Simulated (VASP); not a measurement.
Here is a VASP 6.6.1 calculation.

INCAR

```
SYSTEM = Ga
ALGO     = Normal         ! electronic algorithm
EDIFF    = 1E-6           ! SCF threshold, eV
EDIFFG   = -0.005         ! ionic threshold
ENCUT    = 600            ! plane-wave cutoff, eV
GGA      = PS             ! functional
IBRION   = 2              ! ionic algorithm
ISIF     = 3              ! what is computed and relaxed
ISMEAR   = -1             ! smearing method
LASPH    = .TRUE.         ! aspherical terms in the spheres
LCHARG   = .FALSE.        ! write CHGCAR
LREAL    = .FALSE.        ! projectors in reciprocal space
LWAVE    = .FALSE.        ! write WAVECAR
NELM     = 80             ! most SCF steps
NSW      = 60             ! ionic steps
PREC     = Accurate       ! precision mode
SIGMA    = 0.1            ! smearing width, eV
```

KPOINTS

```
k-points
0
G
  15 15 15
  0 0 0
```

The input POSCAR:

```
Ga
1.0
    2.7377415812      0.0000000000      0.0000000000
    0.0000000000      2.7377415812      0.0000000000
    0.0000000000      0.0000000000      2.7377415812
Ga
1
Direct
    0.0000000000      0.0000000000      0.0000000000
```

Potentials or basis: VASP PAW PBE potentials, release 64 (Ga_d).

Command:

```bash
$ cat potpaw_PBE.64/Ga_d/POTCAR > POTCAR
$ mpirun -np 1 vasp_std > vasp.out
```

Estimate the space group after relaxing (to 0.05 Å).

Pm-3m (No. 221).

Estimate the relaxed cell.

a = 2.663 Å, b = 2.663 Å, c = 2.663 Å, α = 90.00°, β = 90.00°, γ = 90.00°.

Step by step:
| step | energy change (eV) | largest force (eV/Å) | pressure (GPa) | volume (Å³) |
| --- | --- | --- | --- | --- |
| 1 | 0.0000 | 0.0000 | -3.86 | 20.52 |
| 2 | -0.0211 | 0.0000 | -0.72 | 19.09 |
| 3 | -0.0217 | 0.0000 | 0.22 | 18.82 |
| 4 | -0.0216 | 0.0000 | -0.19 | 18.89 |
| 5 | -0.0217 | 0.0000 | 0.03 | 18.88 |

Caveat: the PAW data sets were made with another functional, which shifts forces and pressure a little.
